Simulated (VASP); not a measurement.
The system is MnO.

```xyz
4
Lattice="0.0000 4.4460 4.4460 2.2230 0.0000 2.2230 2.2230 2.2230 0.0000" Properties=species:S:1:pos:R:3 pbc="T T T"
Mn    0.0000    0.0000    0.0000
Mn    0.0000    2.2230    2.2230
O     2.2230    2.2230    2.2230
O     2.2230    4.4460    4.4460
```

Base run:

* Program: VASP 6.6.1
* Functional: r2SCAN
* Potentials or basis: VASP PAW PBE potentials, release 64 (Mn_pv, O)
* Cutoff: 520 eV
* k mesh: 4 × 8 × 8
* Occupations: fermi-dirac, width 0.05 eV
* Spin: no spin polarisation

Its results: band gap on the k mesh zero (bands 19 and 20 overlap by 0.75 eV); pressure -36.2 GPa.

Problem. The run is repeated on the same cell with these changes: spin from no spin polarisation to collinear spin, antiferromagnetic start; further incar settings from ALGO = Normal; EDIFF = 1e-07; NBANDS = 27 to ALGO = Normal; EDIFF = 1e-06; NBANDS = 31. What comes out?

Solution. Band gap on the k mesh 1.66 eV; pressure -3.1 GPa; net moment 0.00 μB per cell; site moments Mn +4.46, -4.46; O +0.00 μB.

Caveats: the cell stands under tension; the PAW data sets were made with another functional, which shifts forces and pressure a little; semilocal functionals often make such compounds metallic where correlation or magnetic order opens a gap, which also shifts bond lengths (at least some runs).

A k mesh can miss the band edges.
